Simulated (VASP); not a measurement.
# BeNb2CuAg12 in VASP: notebook, part 2 of 2

VASP 6.6.1. Earlier steps stand in the parts before.

## (3) Single point, PBE

The input, INCAR:

```
SYSTEM = BeNb2CuAg12
PREC = Accurate
ENCUT = 520
EDIFF = 1E-6
ISMEAR = -1
SIGMA = 0.0724
LREAL = Auto
LASPH = .True.
NELM = 80
ALGO = Normal
ISIF = 2
LWAVE = .False.
LCHARG = .False.
GGA = PE
ISYM = 0
NBANDS = 100
```

The input, KPOINTS:

```
Automatic mesh
0
Gamma
  1 1 1
  0.25 0.25 0.25
```

The input, POSCAR:

```
BeNb2CuAg12
1.0
    6.5133610000     -0.3026030000     -0.0497390000
   -0.3026030000      6.2459810000     -0.0287500000
   -0.0497390000     -0.0287500000      6.5065590000
Ag Nb Be Cu
12 2 1 1
Direct
    0.4940657109      0.4156470602      0.8151608534
    0.2652278623      0.1472902070      0.5964204370
    0.5309544265      0.9166993819      0.3148006880
    0.0095126969      0.3860568284      0.2918971896
    0.7901967360      0.1515746583      0.0296880989
   -0.0086257465      0.8769816351      0.7930019825
    0.7646788758      0.1795088738      0.5848658627
    0.0680699319      0.4542094730      0.8463155798
    0.7160282464      0.6433520573      0.0715975834
    0.7569370077      0.6256774452      0.5059835032
    0.4286349528      0.4328037917      0.3166621532
    0.5187068212      0.8910452299      0.7925334280
    0.0355234482      0.9046729322      0.2876676055
    0.2690797155      0.1151173749      0.0472559121
    0.2722119628      0.6985382132      0.0665478519
    0.2187535451      0.6496602831      0.5534019311
```

Potentials or basis: VASP PAW PBE potentials, release 64 (Ag, Nb_sv, Be, Cu).

Run with:

```
cat potpaw_PBE.64/Ag/POTCAR potpaw_PBE.64/Nb_sv/POTCAR potpaw_PBE.64/Be/POTCAR potpaw_PBE.64/Cu/POTCAR > POTCAR
mpirun -np 1 vasp_std > vasp.out
```

OUTCAR:

```text
SYSTEM = BeNb2CuAg12
   PREC = Accurate
   ENCUT = 520
   EDIFF = 1E-6
   ISMEAR = -1
   LREAL = Auto
   LASPH = .True.
   NELM = 80
   ISIF = 2
   GGA = PE
   ISYM = 0

 ion  position               nearest neighbor table
   1  0.494  0.416  0.815-   9 2.53   2 2.55  14 2.75   8 2.82   7 2.84  15 2.90  10 2.90  16 2.95
                            12 2.97   5 2.99  11 3.27  11 3.30  12 3.30
   2  0.265  0.147  0.596-   1 2.55   6 2.69  11 2.72  12 2.72  13 2.83   8 2.91  14 2.94   3 2.99
                             4 3.06  16 3.11  16 3.20   7 3.25   7 3.29
   3  0.531  0.917  0.315-  15 2.60   9 2.70   7 2.74  10 2.74  14 2.80   5 2.85  16 2.97   2 2.99
                            11 3.04  12 3.12  13 3.23  13 3.31  11 3.36  12 3.40
   4  0.010  0.386  0.292-   5 2.57  16 2.63  10 2.72  11 2.72   7 2.76  15 2.90   8 2.96   9 2.97
                            14 2.97  13 3.03   2 3.06  13 3.23
   5  0.790  0.152  0.030-   4 2.57   6 2.74  12 2.74   8 2.78   3 2.85  13 2.86   7 2.90   1 2.99
                            14 3.15   9 3.17   9 3.18  11 3.61
   6  0.991  0.877  0.793-  16 2.66   2 2.69   5 2.74  14 2.76   8 2.76  10 2.78  15 2.84   7 2.85
                             9 2.88  12 3.09  13 3.23  13 3.31  12 3.43
   7  0.765  0.180  0.585-  12 2.69   3 2.74   4 2.76   1 2.84  10 2.85   6 2.85   5 2.90   8 2.99
                            13 3.23   2 3.25   2 3.29  11 3.31  10 3.49
   8  0.068  0.454  0.846-  15 2.38  16 2.44   6 2.76   5 2.78   1 2.82  14 2.91   2 2.91   4 2.96
                             7 2.99   9 3.07  10 3.24
   9  0.716  0.643  0.072-   1 2.53   3 2.70  11 2.73  12 2.78  10 2.84  13 2.87   6 2.88  15 2.95
                             4 2.97   8 3.07   5 3.17   5 3.18
  10  0.757  0.626  0.506-  11 2.64   4 2.72   3 2.74   6 2.78  13 2.81   9 2.84   7 2.85   1 2.90
                            16 3.01  12 3.03   8 3.24   7 3.49
  11  0.429  0.433  0.317-  16 2.54  15 2.60  10 2.64   2 2.72   4 2.72   9 2.73  14 2.76   3 3.04
                             1 3.27   1 3.30   7 3.31   3 3.36   5 3.61
  12  0.519  0.891  0.793-  15 2.64   7 2.69   2 2.72   5 2.74   9 2.78  14 2.80  16 2.80   1 2.97
                            10 3.03   6 3.09   3 3.12   1 3.30   3 3.40   6 3.43
  13  0.036  0.905  0.288-  14 2.50  15 2.55  16 2.70  10 2.81   2 2.83   5 2.86   9 2.87   4 3.03
                             3 3.23   6 3.23   7 3.23   4 3.23   3 3.31   6 3.31
  14  0.269  0.115  0.047-  13 2.50  15 2.61   1 2.75   6 2.76  11 2.76  12 2.80   3 2.80   8 2.91
                             2 2.94   4 2.97   5 3.15
  15  0.272  0.699  0.067-   8 2.38  13 2.55   3 2.60  11 2.60  14 2.61  12 2.64   6 2.84   4 2.90
                             1 2.90   9 2.95
  16  0.219  0.650  0.553-   8 2.44  11 2.54   4 2.63   6 2.66  13 2.70  12 2.80   1 2.95   3 2.97
                            10 3.01   2 3.11   2 3.20

IMPORTANT INFORMATION: All symmetrisations will be switched off!
NOSYMM: (Re-)initialisation of all symmetry stuff for point group C_1.

----------------------------------------------------------------------------------------

                                     Primitive cell

  volume of cell :     264.0845

  direct lattice vectors                    reciprocal lattice vectors
     6.513361000 -0.302603000 -0.049739000     0.153886430  0.007461000  0.001209343
    -0.302603000  6.245981000 -0.028750000     0.007461000  0.160467947  0.000766082
    -0.049739000 -0.028750000  6.506559000     0.001209343  0.000766082  0.153703698

  length of vectors
     6.520576206  6.253372993  6.506812626     0.154071939  0.160643130  0.153710364

  position of ions in fractional coordinates (direct lattice)
     0.494065711  0.415647060  0.815160853
     0.265227862  0.147290207  0.596420437
     0.530954427  0.916699382  0.314800688
     0.009512697  0.386056828  0.291897190
     0.790196736  0.151574658  0.029688099
     0.991374253  0.876981635  0.793001983
[... 64 lines left out ...]
   ions per type =              12   2   1   1
   NGX,Y,Z   is equivalent  to a cutoff of  12.24, 12.76, 12.26 a.u.
   NGXF,Y,Z  is equivalent  to a cutoff of  24.48, 25.52, 24.53 a.u.
 SYSTEM =  BeNb2CuAg12
   PREC   = accura    normal or accurate (medium, high low for compatibility)
   ISTART =      0    job   : 0-new  1-cont  2-samecut
   ICHARG =      2    charge: 1-file 2-atom 10-const
   ISPIN  =      1    spin polarized calculation?
   LNONCOLLINEAR =      F non collinear calculations
   LSORBIT =      F    spin-orbit coupling
   LASPH  =      T    aspherical Exc in radial PAW
   ENCUT  =  520.0 eV  38.22 Ry    6.18 a.u.  12.12 11.63 12.10*2*pi/ulx,y,z
   NELM   =     80;   NELMIN=  2; NELMDL= -5     # of ELM steps
   EDIFF  = 0.1E-05   stopping-criterion for ELM
   LREAL  =      T    real-space projection
   EDIFFG = 0.1E-04   stopping-criterion for IOM
   NSW    =      0    number of steps for IOM
   IBRION =     -1    ionic relax: 0-MD 1-quasi-New 2-CG
   NFREE  =      0    steps in history (QN), initial steepest desc. (CG)
   ISIF   =      2    stress and relaxation
   ISYM   =      0    0-nonsym 1-usesym 2-fastsym
   POTIM  = 0.5000    time-step for ionic-motion
   TEBEG  =    0.0;   TEEND  =   0.0 temperature during run
   PSTRESS=    0.0 pullay stress
   NELECT =     171.0000    total number of electrons
   NUPDOWN=      -1.0000    fix difference up-down
   EMIN   =  10.00;   EMAX   =-10.00  energy-range for DOS
   EFERMI =   0.00;   METHOD = LEGACY
   ISMEAR =    -1;   SIGMA  =   0.07  broadening in eV -4-tet -1-fermi 0-gaus
   EFERMI_NEDOS =   21; number of points for ismear=-14 and -15
   IALGO  =     38    algorithm
   IMIX   =      4    mixing-type and parameters
     AMIX     =   0.40;   BMIX     =  1.00
     AMIX_MAG =   1.60;   BMIX_MAG =  1.00
  volume/ion in A,a.u.               =      16.51       111.38
  Fermi-wavevector in a.u.,A,eV,Ry     =   1.416313  2.676443 27.292505  2.005943
  Thomas-Fermi vector in A             =   2.537660
   LORBIT       =      0    0 simple, 1 ext, 2 COOP (PROOUT), +10 PAW based schemes
   GGA     = PE    functional components
   LHFCALC =     F    Hartree Fock is set to
   AEXX    =    0.0000 exact exchange contribution
   IVDW    =     0    specifies the selected vdW correction
   LEPSILON=     F    determine dielectric tensor
   LRPA    =     F    only Hartree local field effects (RPA)
 non-spin polarized calculation
  energy-cutoff  :      520.00
  volume of cell :      264.08
 maximum number of plane-waves:      7120
 NGX is ok and might be reduce to    48
   NGX = 25   NGY = 23   NGZ = 25

 number of electron     170.9999996 magnetization

 Free energy of the ion-electron system (eV)
  ---------------------------------------------------
  ext. energy  EPLUGINS =         0.00000000
  ---------------------------------------------------
  free energy    TOTEN  =       -55.53915624 eV

  energy without entropy =      -55.33051772  energy(sigma->0) =      -55.43483698

 E-fermi :   8.8534     XC(G=0): -12.1294

 val. band max:        8.6943287244   @ k =   0.2500   0.2500   0.2500
 cond. band min:       8.8552036740   @ k =   0.2500   0.2500   0.2500
 fundamental gap:      0.1608749496
 Fermi energy:         8.8534494059

 k-point     1 :       0.2500    0.2500    0.2500
  band No.  band energies     occupation
      1     -45.9562      2.00000
      2     -45.7414      2.00000
      3     -22.5074      2.00000
      4     -22.1486      2.00000
      5     -22.0741      2.00000
      6     -21.9642      2.00000
[... 89 lines left out ...]
     96      11.7777      0.00000
     97      12.2734      0.00000
 [bands above 97 left out]

------------------------ aborting loop because EDIFF is reached ----------------------------------------

  FORCE on cell =-STRESS in cart. coord.  units (eV):
  Direction    XX          YY          ZZ          XY          YZ          ZX
  --------------------------------------------------------------------------------------
  -------------------------------------------------------------------------------------
  Total       12.0740579     13.1456914     14.1284782      8.7833310      3.9632099      5.2330106
  in kB       73.2522491     79.7537554     85.7162365     53.2876980     24.0444465     31.7482158
  external PRESSURE =      79.5740803 kB  Pullay stress =       0.0000000 kB

 VOLUME and BASIS-vectors are now :
 -----------------------------------------------------------------------------
  energy-cutoff  :      520.00
  volume of cell :      264.08
      direct lattice vectors                 reciprocal lattice vectors
     6.513361000 -0.302603000 -0.049739000     0.153886430  0.007461000  0.001209343
    -0.302603000  6.245981000 -0.028750000     0.007461000  0.160467947  0.000766082
    -0.049739000 -0.028750000  6.506559000     0.001209343  0.000766082  0.153703698

 POSITION                                       TOTAL-FORCE (eV/Angst)
 -----------------------------------------------------------------------------------
      3.05171      2.42318      5.26737         0.003910      0.593426     -0.365834
      1.65329      0.82257      3.86322        -0.639149     -0.242640     -1.073425
      3.16524      5.55597      1.99551        -0.698326      0.213112      0.220925
     -0.06938      2.40003      1.88767         0.782568      0.749817      0.092344
      5.09949      0.70676      0.14951        -0.840896     -0.005886      0.017463
      6.15236      5.15482      5.08519        -0.200053     -0.397424     -0.050298
[... 8 lines left out ...]
      1.55832      4.27877      0.39938         0.084360      0.160260      0.017954
      1.20071      3.97566      3.57118         0.273166      0.935529     -0.571168
 -----------------------------------------------------------------------------------
    total drift:                               -0.002023      0.003525      0.006507

  FREE ENERGIE OF THE ION-ELECTRON SYSTEM (eV)
  ---------------------------------------------------
  free  energy   TOTEN  =       -55.5391562446 eV

  energy  without entropy=      -55.3305177249  energy(sigma->0) =      -55.43483698
```

Wall time 2 min (1 thread of Intel Xeon Platinum 8259CL at 2.50GHz (Skylake/Cascade Lake), shared host); peak memory 0.34 GiB.

What came out:

| Property | Result |
| --- | --- |
| Free energy | -55.5392 eV |
| Pressure | 8.0 GPa |
| Largest force | 1.299 eV/Å |

Forces on the atoms (eV/Å):
```
Ag   0.004  0.593 -0.366
Ag  -0.639 -0.243 -1.073
Ag  -0.698  0.213  0.221
Ag   0.783  0.750  0.092
Ag  -0.841 -0.006  0.017
Ag  -0.200 -0.397 -0.050
Ag   0.399 -0.071 -0.503
Ag  -0.729 -0.883  0.400
Ag   1.048  0.164  0.123
Ag   0.433  0.343  1.175
Ag   0.418 -0.323 -0.271
Ag  -0.282 -0.926 -0.051
Nb   0.770 -0.028 -0.002
Nb  -0.824 -0.283  0.842
Be   0.084  0.160  0.018
Cu   0.273  0.936 -0.571
```

Levels at points of the mesh, in eV from the Fermi level:
```csv
k point,band 81,band 82,band 83,band 84,band 85,band 86,band 87,band 88,band 89,band 90
"(0.25, 0.25, 0.25)",-1.28,-1.12,-0.80,-0.33,-0.16,0.00,0.15,0.59,0.94,1.24
```

Caveat: the k points lie up to 1.01 Å⁻¹ apart.

## (4) Single point, PBE

The input, INCAR:

```
SYSTEM = BeNb2CuAg12
ALGO = Normal ; EDIFF = 1E-6
ENCUT = 520 ; GGA = PE
ISIF = 2 ; ISMEAR = -1
ISYM = 0 ; LASPH = .True.
LCHARG = .False. ; LREAL = Auto
LWAVE = .False. ; NBANDS = 100
NELM = 100 ; PREC = Accurate
SIGMA = 0.0724
```

KPOINTS is that of step 3.

The input, POSCAR:

```
BeNb2CuAg12
1.0
    6.5133610000     -0.3026030000     -0.0497390000
   -0.3026030000      6.2459810000     -0.0287500000
   -0.0497390000     -0.0287500000      6.5065590000
Ag Nb Be Cu
12 2 1 1
Direct
    0.5048011132      0.4260251000      0.8246729991
    0.2537466234      0.1490917795      0.5852498213
    0.5337536549      0.9350548712      0.3078435469
    0.0289625084      0.3908384802      0.2822810294
    0.7927365526      0.1430980322      0.0357958779
   -0.0007139547      0.8754898660      0.7925952600
    0.7574066061      0.1902073501      0.6018081306
    0.0545217301      0.4453202467      0.8490212436
    0.7292746687      0.6522793076      0.0772333614
    0.7727672244      0.6128970133      0.5070754692
    0.4310246239      0.4348444988      0.3304394094
    0.5438690818      0.9002926758      0.8012706745
    0.0420105485      0.8758019639      0.2969011530
    0.2537551788      0.0996206349      0.0485048429
    0.2813591024      0.6814336306      0.0800487227
    0.2467125638      0.6753848018      0.5482322606
```

Run with:

```
cat potpaw_PBE.64/Ag/POTCAR potpaw_PBE.64/Nb_sv/POTCAR potpaw_PBE.64/Be/POTCAR potpaw_PBE.64/Cu/POTCAR > POTCAR
mpirun -np 1 vasp_std > vasp.out
```

Wall time 2.3 min (1 thread of Intel Xeon Platinum 8259CL at 2.50GHz (Skylake/Cascade Lake), shared host); peak memory 0.34 GiB.

Results (log left out):

```yaml
Free_energy: -55.1792 eV
Pressure: 8.8 GPa
Largest_force: 2.280 eV/Å
```

Forces in eV/Å, atoms in the order of the input:
```
Ag  -1.143 -0.143 -0.482
Ag   0.133  0.008  0.091
Ag  -0.262 -0.302  0.730
Ag  -0.010  0.394  0.248
Ag  -0.196  0.370  0.621
Ag  -0.489 -0.740 -0.436
Ag   1.000 -0.051 -1.458
Ag   0.091 -0.119 -0.424
Ag   0.568 -0.057  0.332
Ag  -0.251  0.701  1.201
Ag   1.224 -0.508 -0.845
Ag  -1.673 -1.521 -0.296
Nb   0.726  1.383 -0.660
Nb   0.203  0.403  0.926
Be   0.034  0.213 -0.292
Cu   0.046 -0.030  0.744
```

Stress tensor (GPa, compression positive):
```
9.56 6.13 3.60
6.13 7.94 1.85
3.60 1.85 8.78
```

Levels at points of the mesh, in eV from the Fermi level:
```csv
k point,band 81,band 82,band 83,band 84,band 85,band 86,band 87,band 88,band 89,band 90
"(0.25, 0.25, 0.25)",-1.21,-1.08,-0.77,-0.31,-0.19,0.01,0.14,0.56,0.95,1.27
```

Caveat: the k points lie up to 1.01 Å⁻¹ apart.

## (5) Single point, PBE

The input, INCAR:

```
PREC = Accurate ; ENCUT = 520
EDIFF = 1E-6 ; ISMEAR = -1
SIGMA = 0.05 ; LREAL = Auto
LASPH = True ; NELM = 80
ALGO = Normal ; ISIF = 2
LWAVE = False ; LCHARG = False
GGA = PE ; NBANDS = 100
ISYM = 0
```

KPOINTS is that of step 4.

The input, POSCAR:

```
BeNb2CuAg12
1.0
    6.5133610000     -0.3026030000     -0.0497390000
   -0.3026030000      6.2459810000     -0.0287500000
   -0.0497390000     -0.0287500000      6.5065590000
Ag Nb Be Cu
12 2 1 1
Direct
    0.5007654306      0.4363651604      0.8152479783
    0.2703266285      0.1639447834      0.5965688144
    0.5337174757      0.9139282812      0.3315537462
    0.0291800871      0.4110421124      0.2899910458
    0.7848960946      0.1432725655      0.0427411836
    0.9973220027      0.8593867660      0.7936271951
    0.7785399524      0.1808249666      0.5763402002
    0.0588692475      0.4409522699      0.8438082979
    0.7267941708      0.6537850065      0.0790828661
    0.7747529079      0.6395525384      0.5277721404
    0.4504667589      0.4235747908      0.3108348885
    0.5032382779      0.8761993716      0.7953118231
    0.0559397881      0.8909166001      0.3030820502
    0.2489013808      0.1017391550      0.0565747742
    0.2757133246      0.6898132765      0.0619805087
    0.2519530557      0.6779290543      0.5616084252
```

Run with:

```
cat potpaw_PBE.64/Ag/POTCAR potpaw_PBE.64/Nb_sv/POTCAR potpaw_PBE.64/Be/POTCAR potpaw_PBE.64/Cu/POTCAR > POTCAR
mpirun -np 1 vasp_std > vasp.out
```

Run time: 98 s. Hardware: 1 thread of Intel Xeon Platinum 8259CL at 2.50GHz (Skylake/Cascade Lake), shared host; peak memory 0.34 GiB.

The run converged. Its results:

```yaml
Free_energy: -56.0188 eV
Pressure: 7.2 GPa
Largest_force: 1.040 eV/Å
```

Forces on the atoms (eV/Å):
```
Ag  -0.264 -0.537  0.003
Ag  -0.657 -0.488 -0.517
Ag  -0.700  0.255 -0.136
Ag   0.292  0.255 -0.163
Ag  -0.474 -0.002  0.105
Ag   0.019  0.847  0.492
Ag   0.230 -0.217 -0.010
Ag  -0.336 -0.624 -0.067
Ag   1.000  0.250  0.136
Ag  -0.541 -0.566  0.079
Ag   0.422 -0.141  0.080
Ag   0.660  0.649  0.476
Nb   0.047  0.620 -0.349
Nb   0.409  0.385  0.296
Be   0.063  0.145  0.130
Cu  -0.171 -0.832 -0.553
```

Stress tensor (GPa, compression positive):
```
7.44 6.15 3.79
6.15 6.57 2.74
3.79 2.74 7.47
```

Levels at points of the mesh, in eV from the Fermi level:
```
           k point  band 82  band 83  band 84  band 85  band 86  band 87  band 88  band 89  band 90  band 91
(0.25, 0.25, 0.25)    -1.20    -0.72    -0.38    -0.15    -0.01     0.20     0.70     1.00     1.33     1.92
```

Caveat: the k points lie up to 1.01 Å⁻¹ apart.
